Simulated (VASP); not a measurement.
# P (R-3m) in VASP: notebook

P is run at these levels: PBEsol; tasks: relaxation of shape and atoms at fixed volume, single point.

Program: VASP 6.6.1. These are calculated values, not measurements. Logs are shortened: lines on timing, memory, paths and dates and some standing lists are left out, and cuts for length are marked.

## Step 1: The cell of the first run

The structure is trigonal, space group R-3m (No. 166). The conventional cell has a = 3.406 Å, b = 3.406 Å, c = 8.715 Å, α = 90.00°, β = 90.00°, γ = 120.00°. P (site symmetry 3m) has 6 P at 2.29 to 2.62 Å within 3.0 Å.

## Step 2: Relaxation of shape and atoms at fixed volume, PBEsol (volume scaled by 0.97)

Input file INCAR:

```
PREC = Accurate
ENCUT = 600
EDIFF = 1E-6
ISMEAR = 0
SIGMA = 0.1
LREAL = False
LASPH = True
NELM = 60
ALGO = Normal
ISIF = 4
LWAVE = False
LCHARG = False
GGA = PS
IBRION = 2
NSW = 50
EDIFFG = -0.01
```

Input file KPOINTS:

```
regular mesh
0
Gamma
  15 15 15
```

Input file POSCAR:

```
P
1.0
    1.7030661662      0.9832657095      2.9050356342
   -1.7030661662      0.9832657095      2.9050356342
    0.0000000000     -1.9665314190      2.9050356342
P
2
Direct
    0.2335767673      0.2335767673      0.2335767673
    0.7664232327      0.7664232327      0.7664232327
```

Potentials or basis: VASP PAW PBE potentials, release 64 (P).

On the command line:

```console
cat potpaw_PBE.64/P/POTCAR > POTCAR
mpirun -np 1 vasp_std > vasp.out
```

OUTCAR:

```text
PREC = Accurate
   ENCUT = 600
   EDIFF = 1E-6
   ISMEAR = 0
   LREAL = False
   LASPH = True
   NELM = 60
   ISIF = 4
   GGA = PS
   IBRION = 2
   NSW = 50
   EDIFFG = -0.01

 ion  position               nearest neighbor table
   1  0.234  0.234  0.234-   2 2.29   2 2.29   2 2.29   2 2.62   2 2.62   2 2.62
   2  0.766  0.766  0.766-   1 2.29   1 2.29   1 2.29   1 2.62   1 2.62   1 2.62

  LATTYP: Found a trigonal (rhomboedric) cell.
 ALAT       =     3.5080589872
 COS(alpha) =     0.5286329038

  Lattice vectors:

 A1 = (   1.7030661662,   0.9832657095,   2.9050356342)
 A2 = (  -1.7030661662,   0.9832657095,   2.9050356342)
 A3 = (   0.0000000000,  -1.9665314190,   2.9050356342)

Analysis of symmetry for initial positions (statically):
=====================================================================
 Subroutine PRICEL returns:
 Original cell was already a primitive cell.

 Routine SETGRP: Setting up the symmetry group for a
 trigonal (rhombohedral) supercell.

 Subroutine GETGRP returns: Found 12 space group operations
 (whereof 12 operations were pure point group operations)
 out of a pool of 12 trial point group operations.

The static configuration has the point symmetry D_3d.

Analysis of symmetry for dynamics (positions and initial velocities):
=====================================================================
 Subroutine PRICEL returns:
 Original cell was already a primitive cell.

 Routine SETGRP: Setting up the symmetry group for a
 trigonal (rhombohedral) supercell.

 Subroutine GETGRP returns: Found 12 space group operations
 (whereof 12 operations were pure point group operations)
 out of a pool of 12 trial point group operations.

The dynamic configuration has the point symmetry D_3d.

 Subroutine INISYM returns: Found 12 space group operations
 (whereof 12 operations are pure point group operations),
 and found     1 'primitive' translations

----------------------------------------------------------------------------------------

                                     Primitive cell

  volume of cell :      29.1881

  direct lattice vectors                    reciprocal lattice vectors
     1.703066166  0.983265710  2.905035634     0.293588124  0.169503182  0.114743286
    -1.703066166  0.983265710  2.905035634    -0.293588124  0.169503182  0.114743286
     0.000000000 -1.966531419  2.905035634     0.000000000 -0.339006364  0.114743286

[... 91 lines left out ...]
   POTIM  = 0.5000    time-step for ionic-motion
   TEBEG  =    0.0;   TEEND  =   0.0 temperature during run
   PSTRESS=    0.0 pullay stress
   NELECT =      10.0000    total number of electrons
   NUPDOWN=      -1.0000    fix difference up-down
   EMIN   =  10.00;   EMAX   =-10.00  energy-range for DOS
   EFERMI =   0.00;   METHOD = LEGACY
   ISMEAR =     0;   SIGMA  =   0.10  broadening in eV -4-tet -1-fermi 0-gaus
   EFERMI_NEDOS =   21; number of points for ismear=-14 and -15
   IALGO  =     38    algorithm
   IMIX   =      4    mixing-type and parameters
     AMIX     =   0.40;   BMIX     =  1.00
     AMIX_MAG =   1.60;   BMIX_MAG =  1.00
  volume/ion in A,a.u.               =      14.59        98.49
  Fermi-wavevector in a.u.,A,eV,Ry     =   1.145530  2.164738 17.854094  1.312239
  Thomas-Fermi vector in A             =   2.282218
   LORBIT       =      0    0 simple, 1 ext, 2 COOP (PROOUT), +10 PAW based schemes
   GGA     = PS    functional components
   LHFCALC =     F    Hartree Fock is set to
   AEXX    =    0.0000 exact exchange contribution
   IVDW    =     0    specifies the selected vdW correction
   LEPSILON=     F    determine dielectric tensor
   LRPA    =     F    only Hartree local field effects (RPA)
 conjugate gradient relaxation of ions
 non-spin polarized calculation
 Gauss-broadening in eV      SIGMA  =   0.10
  energy-cutoff  :      600.00
  volume of cell :       29.19
 maximum number of plane-waves:       996
   NGX = 13   NGY = 13   NGZ = 13

--------------------------------------- Ionic step        1  -------------------------------------------

 number of electron      10.0000000 magnetization

 number of electron       9.9999999 magnetization

 Free energy of the ion-electron system (eV)
  ---------------------------------------------------
  ext. energy  EPLUGINS =         0.00000000
  ---------------------------------------------------
  free energy    TOTEN  =       -11.57642260 eV

  energy without entropy =      -11.57426012  energy(sigma->0) =      -11.57534136

------------------------ aborting loop because EDIFF is reached ----------------------------------------

  FORCE on cell =-STRESS in cart. coord.  units (eV):
  Direction    XX          YY          ZZ          XY          YZ          ZX
  --------------------------------------------------------------------------------------
  -------------------------------------------------------------------------------------
  Total        0.6944153      0.6944153      0.5688522     -0.0000000      0.0000000     -0.0000000
  in kB       38.1175276     38.1175276     31.2251781     -0.0000000      0.0000000     -0.0000000
  external PRESSURE =      35.8200777 kB  Pullay stress =       0.0000000 kB
[... 23 lines left out ...]
--------------------------------------- Ionic step        2  -------------------------------------------

 number of electron       9.9999999 magnetization

 E-fermi :  10.0121     XC(G=0): -11.3406

 val. band max:       10.0015431227   @ k =   0.1333   0.1333   0.0667
 cond. band min:      10.0182678257   @ k =  -0.4667   0.0667   0.0667
 fundamental gap:      0.0167247030
 Fermi energy:        10.0120546925

 k-point     1 :       0.0000    0.0000    0.0000
  band No.  band energies     occupation
      1      -7.0341      2.00000
      2       7.2562      2.00000
      3       7.3323      2.00000
      4       7.3323      2.00000
      5       7.8971      2.00000
      6      12.3858      0.00000
      7      13.4235      0.00000
      8      13.4235      0.00000
      9      15.4832      0.00000
[... 419 lines left out ...]
--------------------------------------- Ionic step        6  -------------------------------------------

 number of electron       9.9999999 magnetization

 Free energy of the ion-electron system (eV)
  ---------------------------------------------------
  ext. energy  EPLUGINS =         0.00000000
  ---------------------------------------------------
  free energy    TOTEN  =       -11.57895131 eV

  energy without entropy =      -11.57656170  energy(sigma->0) =      -11.57775650

 E-fermi :   9.9626     XC(G=0): -11.3438

 val. band max:        9.9432667937   @ k =   0.4000   0.0667   0.0667
 cond. band min:       9.9689218651   @ k =   0.4000   0.0000   0.0000
 fundamental gap:      0.0256550714
 Fermi energy:         9.9626333698

 k-point     1 :       0.0000    0.0000    0.0000
  band No.  band energies     occupation
      1      -7.0193      2.00000
      2       7.3189      2.00000
      3       7.3189      2.00000
      4       7.3189      2.00000
      5       7.9208      2.00000
      6      12.4991      0.00000
      7      13.4673      0.00000
      8      13.4673      0.00000
      9      15.4048      0.00000
[... 305 lines left out ...]
  FREE ENERGIE OF THE ION-ELECTRON SYSTEM (eV)
  ---------------------------------------------------
  free  energy   TOTEN  =       -11.5789513093 eV

  energy  without entropy=      -11.5765616990  energy(sigma->0) =      -11.57775650

 reached required accuracy - stopping structural energy minimisation
```

Run time: 2.7 min. Hardware: 1 thread of Intel Xeon Platinum 8559C (Emerald Rapids), shared host; peak memory 0.21 GiB.

Results:

* Free energy: -11.5790 eV
* Energy gained by relaxing: 1.3 meV/atom
* Ionic steps: 6
* Pressure after relaxing: 2.3 GPa
* Band gap on the k mesh: zero (band 5 reaches 10.81 eV, above the bottom of band 6 at 9.26 eV)

Step by step:
```csv
step,energy change (eV),largest force (eV/Å),pressure (GPa),volume (Å³)
1,0.0000,0.1489,3.58,29.19
2,-0.0017,0.0634,3.03,29.19
3,-0.0023,0.0206,2.36,29.19
4,-0.0023,0.0156,2.41,29.19
5,-0.0025,0.0047,2.34,29.19
6,-0.0025,0.0008,2.31,29.19
```

Final structure:
```xyz
2
Lattice="1.7097 0.9871 2.8826 -1.7097 0.9871 2.8826 0.0000 -1.9742 2.8826" Properties=species:S:1:pos:R:3 pbc="T T T"
P     0.0000    0.0000    2.0346
P     0.0000    0.0000    6.6133
```

Levels at points of the mesh, in eV from the Fermi level:
| k point | band 1 | band 2 | band 3 | band 4 | band 5 | band 6 | band 7 | band 8 | band 9 |
| --- | --- | --- | --- | --- | --- | --- | --- | --- | --- |
| (0.00, 0.00, 0.00) | -16.98 | -2.64 | -2.64 | -2.64 | -2.04 | 2.54 | 3.50 | 3.50 | 5.44 |

Caveat: the cell differs from its parent crystal (volume scaled by 0.97); the PAW data sets were made with another functional, which shifts forces and pressure a little.

## Step 3: Single point, PBEsol

This run uses another cell than the first one, of 15.05 Å³/atom, 1.031 times its volume.

Input file INCAR:

```
SYSTEM = P
ALGO     = Normal         ! electronic algorithm
EDIFF    = 1E-7           ! SCF threshold, eV
ENCUT    = 520            ! plane-wave cutoff, eV
GGA      = PS             ! functional
ISIF     = 2              ! what is computed and relaxed
ISMEAR   = 0              ! smearing method
LASPH    = .TRUE.         ! aspherical terms in the spheres
LCHARG   = .FALSE.        ! write CHGCAR
LREAL    = .FALSE.        ! projectors in reciprocal space
LWAVE    = .FALSE.        ! write WAVECAR
NBANDS   = 12             ! bands
NELM     = 60             ! most SCF steps
PREC     = Accurate       ! precision mode
SIGMA    = 0.1            ! smearing width, eV
```

Input file KPOINTS:

```
k-points
0
G
  15 15 15
  0 0 0
```

Input file POSCAR:

```
P
1.0
    1.7204455928      0.9932997261      2.9346809012
   -1.7204455928      0.9932997261      2.9346809012
    0.0000000000     -1.9865994522      2.9346809012
P
2
Direct
    0.2335767674      0.2335767674      0.2335767674
    0.7664232326      0.7664232326      0.7664232326
```

Potentials or basis: VASP PAW PBE potentials, release 64 (P).

On the command line:

```console
cat potpaw_PBE.64/P/POTCAR > POTCAR
mpirun -np 1 vasp_std > vasp.out
```

OUTCAR:

```text
SYSTEM = P
   EDIFF = 1E-7
   ENCUT = 520
   GGA = PS
   ISIF = 2
   ISMEAR = 0
   LASPH = .TRUE.
   LREAL = .FALSE.
   NELM = 60
   PREC = Accurate

 ion  position               nearest neighbor table
   1  0.234  0.234  0.234-   2 2.31   2 2.31   2 2.31   2 2.65   2 2.65   2 2.65
   2  0.766  0.766  0.766-   1 2.31   1 2.31   1 2.31   1 2.65   1 2.65   1 2.65

  LATTYP: Found a trigonal (rhomboedric) cell.
 ALAT       =     3.5438579790
 COS(alpha) =     0.5286329035

  Lattice vectors:

 A1 = (   1.7204455928,   0.9932997261,   2.9346809012)
 A2 = (  -1.7204455928,   0.9932997261,   2.9346809012)
 A3 = (   0.0000000000,  -1.9865994522,   2.9346809012)

Analysis of symmetry for initial positions (statically):
=====================================================================
 Subroutine PRICEL returns:
 Original cell was already a primitive cell.

 Routine SETGRP: Setting up the symmetry group for a
 trigonal (rhombohedral) supercell.

 Subroutine GETGRP returns: Found 12 space group operations
 (whereof 12 operations were pure point group operations)
 out of a pool of 12 trial point group operations.

The static configuration has the point symmetry D_3d.

Analysis of symmetry for dynamics (positions and initial velocities):
[... 165 lines left out ...]

 k-point     1 :       0.0000    0.0000    0.0000
  band No.  band energies     occupation
      1      -7.1692      2.00000
      2       6.8796      2.00000
      3       6.9238      2.00000
      4       6.9238      2.00000
      5       7.1545      2.00000
      6      11.8610      0.00000
      7      12.9289      0.00000
      8      12.9289      0.00000
      9      15.0723      0.00000
     10      15.0723      0.00000
     11      16.1137      0.00000
     12      16.4493      0.00000
[... 331 lines left out ...]
 k-point    24 :       0.2000    0.1333    0.0000
  band No.  band energies     occupation
      1      -6.5142      2.00000
      2       3.7040      2.00000
      3       5.6728      2.00000
      4       6.0698      2.00000
      5       8.9445      2.00000
      6      11.1986      0.00000
      7      12.0209      0.00000
      8      13.8396      0.00000
      9      14.3414      0.00000
     10      15.8406      0.00000
     11      16.6989      0.00000
     12      18.0065      0.00000

 [... further k-points ...]
[... 5 lines left out ...]
  --------------------------------------------------------------------------------------
  -------------------------------------------------------------------------------------
  Total        0.0025563      0.0025563      0.0195485      0.0000000      0.0000000      0.0000000
  in kB        0.1361103      0.1361103      1.0408567      0.0000000      0.0000000      0.0000000
  external PRESSURE =       0.4376924 kB  Pullay stress =       0.0000000 kB

 VOLUME and BASIS-vectors are now :
 -----------------------------------------------------------------------------
  energy-cutoff  :      520.00
  volume of cell :       30.09
      direct lattice vectors                 reciprocal lattice vectors
     1.720445593  0.993299726  2.934680901     0.290622384  0.167790912  0.113584183
    -1.720445593  0.993299726  2.934680901    -0.290622384  0.167790912  0.113584183
     0.000000000 -1.986599452  2.934680901     0.000000000 -0.335581823  0.113584183

 POSITION                                       TOTAL-FORCE (eV/Angst)
 -----------------------------------------------------------------------------------
      0.00000      0.00000      2.05642         0.000000     -0.000000     -0.032450
      0.00000      0.00000      6.74762         0.000000      0.000000      0.032450
 -----------------------------------------------------------------------------------
    total drift:                                0.000000     -0.000000     -0.000000

  FREE ENERGIE OF THE ION-ELECTRON SYSTEM (eV)
  ---------------------------------------------------
  free  energy   TOTEN  =       -11.5863196164 eV

  energy  without entropy=      -11.5843773058  energy(sigma->0) =      -11.58534846
```

OSZICAR:

```text
N       E                     dE             d eps       ncg     rms          rms(c)
DAV:   1     0.197082216186E+02    0.19708E+02   -0.46029E+03  8256   0.727E+02
DAV:   2    -0.105028096193E+02   -0.30211E+02   -0.28742E+02 11024   0.116E+02
DAV:   3    -0.116205986956E+02   -0.11178E+01   -0.11087E+01 10660   0.207E+01
DAV:   4    -0.116274995263E+02   -0.69008E-02   -0.68962E-02  9792   0.193E+00
DAV:   5    -0.116275473446E+02   -0.47818E-04   -0.47817E-04 10792   0.154E-01    0.687E+00
DAV:   6    -0.116007342270E+02    0.26813E-01   -0.58379E-03  9828   0.459E-01    0.407E+00
DAV:   7    -0.115862746281E+02    0.14460E-01   -0.12086E-02  9900   0.704E-01    0.911E-02
DAV:   8    -0.115863067914E+02   -0.32163E-04   -0.10736E-03  9716   0.226E-01    0.580E-02
DAV:   9    -0.115863153643E+02   -0.85729E-05   -0.40145E-05 10296   0.439E-02    0.382E-02
DAV:  10    -0.115863195436E+02   -0.41793E-05   -0.41853E-06  9840   0.144E-02    0.596E-03
DAV:  11    -0.115863196164E+02   -0.72805E-07   -0.16075E-07  9212   0.271E-03
   1 F= -.11586320E+02 E0= -.11585348E+02  d E =-.194231E-02
```

stdout:

```text
POSCAR found type information on POSCAR P
 POSCAR found :  1 types and       2 ions
 scaLAPACK will be used
 -----------------------------------------------------------------------------
|                                                                             |
|                                                                             |
|     You enforced a specific xc type in the INCAR file but a different       |
|     I HOPE YOU KNOW WHAT YOU ARE DOING!                                     |
|                                                                             |
 -----------------------------------------------------------------------------

 LDA part: xc-table for (Slater+PW92), standard interpolation
 POSCAR, INCAR and KPOINTS ok, starting setup
 FFT: planning ... GRIDC
 FFT: planning ... GRID_SOFT
 FFT: planning ... GRID
 WAVECAR not read
 entering main loop
```

Run time: 3 min. Hardware: 1 thread of AMD EPYC 7R13, shared host; peak memory 0.19 GiB.

What came out:

```
Free energy            : -11.5863 eV
Pressure               : 0.0 GPa
Largest force          : 0.032 eV/Å
Band gap on the k mesh : zero (band 5 reaches 10.35 eV, above the bottom of band 6 at 9.03 eV)
```

Forces in eV/Å, atoms in the order of the input:
```
P    0.000  0.000 -0.032
P    0.000  0.000  0.032
```

Stress tensor (GPa, compression positive):
```
0.01 0.00 0.00
0.00 0.01 0.00
0.00 0.00 0.10
```

Levels at points of the mesh, in eV from the Fermi level:
```tsv
k point	band 3	band 4	band 5	band 6	band 7	band 8
(0.00, 0.00, 0.00)	-2.70	-2.70	-2.47	2.23	3.30	3.30
```

Caveat: the PAW data sets were made with another functional, which shifts forces and pressure a little.
